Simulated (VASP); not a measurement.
WS2: single point with r2SCAN

System: WS2, a slab with vacuum.

```xyz
12
Lattice="3.1814 0.0000 0.0000 -1.5907 2.7552 0.0000 0.0000 0.0000 48.3414" Properties=species:S:1:pos:R:3 pbc="T T T"
S     0.0000    1.8368    7.5000
S     0.0000    1.8368   10.6186
S     1.5907    0.9184   14.0346
S     1.5907    0.9184   17.1533
S     0.0000    1.8368   31.1881
S     0.0000    1.8368   34.3068
S     1.5907    0.9184   37.7228
S     1.5907    0.9184   40.8414
W     1.5907    0.9184    9.0590
W     0.0000    1.8368   15.5942
W     1.5907    0.9184   32.7472
W     0.0000    1.8368   39.2824
```

* Program: VASP 6.6.1
* Task: single point
* Functional: r2SCAN
* Potentials or basis: VASP PAW PBE potentials, release 64 (S, W_sv)
* Cutoff: 520 eV
* k mesh: 9 × 9 × 1
* Occupations: gaussian, width 0.05 eV
* Spin: no spin polarisation
* Dipole correction: yes
* Further INCAR settings: ALGO = Normal; EDIFF = 1e-06; NBANDS = 64

```
Largest force          : 0.022 eV/Å
Band gap on the k mesh : 1.60 eV (least direct gap 1.90 eV)
```

Forces on the atoms (eV/Å):
```
S    0.000  0.000 -0.021
S    0.000  0.000  0.022
S    0.000  0.000 -0.022
S    0.000  0.000  0.021
S    0.000  0.000 -0.021
S    0.000  0.000  0.022
S    0.000  0.000 -0.022
S    0.000  0.000  0.021
W    0.000  0.000 -0.001
W    0.000  0.000  0.001
W    0.000  0.000 -0.001
W    0.000  0.000  0.001
```

Levels at points of the mesh, in eV from the valence-band top:
| k point | band 48 | band 49 | band 50 | band 51 | band 52 | band 53 | band 54 | band 55 | band 56 | band 57 |
| --- | --- | --- | --- | --- | --- | --- | --- | --- | --- | --- |
| (0.00, 0.00, 0.00) | -2.08 | -0.48 | -0.48 | 0.00 | 0.00 | 2.76 | 2.76 | 2.76 | 2.76 | 2.76 |

Wall time 54 min on 1 thread of Intel(R) Xeon(R) Platinum 8488C (Sapphire Rapids), with other jobs on the host, peak memory 0.67 GiB.

Caveat: the PAW data sets were made with another functional, which shifts forces and pressure a little; spin-orbit coupling is left out, which moves the levels of the heavy elements.
